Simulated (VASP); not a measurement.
Runs of VASP 6.6.1 on BN. The structure is that of space group F-43m (No. 216), or close to it. The cells are those of the table. 

```tsv
level	potentials or basis	cell	cutoff (eV)	smearing	second run	gap on the mesh (eV)	pressure (GPa)	largest force (eV/Å)
r2SCAN	VASP PAW PBE potentials, release 64 (B, N)	a = 2.524, b = 2.524, c = 2.552 Å, angles 59.6, 59.6, 60.7°, 2 atoms	520	gaussian 0.01 eV	-	4.59	10.3	-
PBE	VASP PAW PBE potentials, release 64 (B, N)	a = 2.614 Å, angles 58.5°, 2 atoms	520	fermi-dirac 0.02 eV	-	4.37	-7.2	0.05
r2SCAN	VASP PAW PBE potentials, release 64 (B_h, N_h)	a = 2.539, b = 2.539, c = 2.504 Å, angles 60.4, 60.4, 59.1°, 2 atoms	910	gaussian 0.01 eV	hard_potentials	4.78	11.9	-
r2SCAN	VASP PAW PBE potentials, release 64 (B, N)	a = 2.614 Å, angles 58.5°, 2 atoms	520	gaussian 0.01 eV	-	4.88	-11.3	(a)
PBE	VASP PAW PBE potentials, release 64 (B, N)	a = 2.539, b = 2.539, c = 2.504 Å, angles 60.4, 60.4, 59.1°, 2 atoms	520	fermi-dirac 0.02 eV	-	4.24	(b)	-
r2SCAN	VASP PAW PBE potentials, release 64 (B_h, N_h)	a = 2.524, b = 2.524, c = 2.552 Å, angles 59.6, 59.6, 60.7°, 2 atoms	910	gaussian 0.01 eV	hard_potentials	4.61	8.5	-
PBE	VASP PAW PBE potentials, release 64 (B, N)	a = 2.524, b = 2.524, c = 2.552 Å, angles 59.6, 59.6, 60.7°, 2 atoms	520	fermi-dirac 0.02 eV	-	4.08	14.1	-
r2SCAN	VASP PAW PBE potentials, release 64 (B, N)	a = 2.539, b = 2.539, c = 2.504 Å, angles 60.4, 60.4, 59.1°, 2 atoms	520	gaussian 0.01 eV	-	4.76	13.7	-
```

Alike in all rows: task single point; no spin polarisation; k mesh 12 × 12 × 12.

Fill in the values left out.

(a) 0.01; (b) 17.5.

Caveats: the PAW data sets were made with another functional, which shifts forces and pressure a little (some runs); the cutoff is under 1.25 times the usual one of these potentials, so pressure, stress and relaxed cells hold a basis-set (Pulay) error (some runs).

A k mesh can miss the band edges.
